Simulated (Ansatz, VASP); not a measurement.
This is a calculation of Sn for VASP 6.6.1.

INCAR

```
SYSTEM = Sn
ALGO = Normal
EDIFF = 1E-7
ENCUT = 520
GGA = CA
ISIF = 2
ISMEAR = -1
LASPH = .TRUE.
LCHARG = .FALSE.
LREAL = .FALSE.
LWAVE = .FALSE.
NBANDS = 13
NELM = 80
PREC = Accurate
SIGMA = 0.05
```

KPOINTS

```
k-points
0
G
  11 11 11
  0 0 0
```

POSCAR

```
Sn
1.0
   -1.7032045314      1.7515501800      2.3067389097
    1.7032045314     -1.7515501800      2.3067389097
    1.7032045314      1.7515501800     -2.3067389097
Sn
1
Direct
    0.0000000000      0.0000000000      0.0000000000
```

Potentials or basis: VASP PAW LDA potentials, release 64 (Sn_d).

Command:

```console
$ cat potpaw_LDA.64/Sn_d/POTCAR > POTCAR
$ mpirun -np 1 vasp_std > vasp.out
```

Problem. Translate it to Ansatz 0.2.0. Potentials there: all-electron LAPW, scalar-relativistic.

Solution. As run (the cutoff follows the program's own potentials):

input.yaml

```yaml
crystal:
  lattice:
    - [-1.7032045314, 1.75155018, 2.3067389097]
    - [1.7032045314, -1.75155018, 2.3067389097]
    - [1.7032045314, 1.75155018, -2.3067389097]
  atoms:
    - { symbol: Sn, position: [0.0, 0.0, 0.0] }
kpoints:
  mp_grid: { grid: [11, 11, 11] }
scf:
  occupations: { method: fermi_dirac, width: 0.05 }
hamiltonian:
  xc: lda
  pseudopotentials: { kind: all_electron, lapw: { basis_error: 0.001 } }
output:
  forces: true
  stress: true
  eigenvalues: true
```

Potentials or basis: all-electron LAPW, scalar-relativistic.

Run with:

```console
$ ansatz run input.yaml --threads 1 --pin off --max-ram 3072MiB --backend cpu --events-out ev --progress --plain --runs-dir out
```

Both were run:

|  | VASP | Ansatz | Ansatz less VASP |
| --- | --- | --- | --- |
| gap on the k mesh at the Fermi level (eV) | none | none | - |
| pressure (GPa) | -3.2 | -3.2 | +0.02 |
| traceless stress, the component that is largest in VASP (GPa) | -1.01 | -1.03 | -0.016 |

LDA's correlation is that of Perdew and Zunger in VASP and of Perdew and Wang (1992) in Ansatz. A gap of «none» marks a metal or a gap that the smearing closes. Ansatz ran all-electron here, and VASP with PAW potentials.
